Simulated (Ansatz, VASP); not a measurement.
## One calculation of BaTiO3, two programs

```
CELL_PARAMETERS angstrom
3.98535 0.00000 0.00000
0.00000 3.98535 0.00000
0.00000 0.00000 4.32786
ATOMIC_POSITIONS crystal
Ba 0.00000 0.00000 0.98632
Ti 0.50000 0.50000 0.46908
O 0.50000 0.50000 0.03785
O 0.50000 0.00000 0.51738
O 0.00000 0.50000 0.51738
```

Change from the starting cell: strain +0.000 along x and y, +0.030 along z, atoms carried along.

Alike in both runs: task single point; functional PBE; k mesh 8 × 8 × 6; occupations gaussian, width 0.05 eV; no spin polarisation.

|  | VASP | Ansatz |
| --- | --- | --- |
| version | VASP 6.6.1 | Ansatz 0.2.0 |
| potentials or method | VASP PAW PBE potentials, release 64 (Ba_sv, Ti_sv, O), cutoff 520 eV | scalar-relativistic, plane waves, PAW |
| valence electrons in the cell | 40 | 40 |

|  | VASP | Ansatz | Ansatz less VASP |
| --- | --- | --- | --- |
| gap on the k mesh at the Fermi level (eV) | 1.71 | 1.76 | +0.047 |
| least direct gap on the mesh (eV) | 2.33 | 2.36 | +0.030 |
| pressure (GPa) | -2.6 | -4.0 | -1.41 |
| traceless stress, the component that is largest in VASP (GPa) | -2.82 | -2.72 | +0.093 |
| rms of the force components (eV/Å) | 0.249 | 0.271 | +0.0216 |

Atom by atom the forces differ by 0.025 eV/Å (rms over components).

Spin-orbit coupling is off throughout.
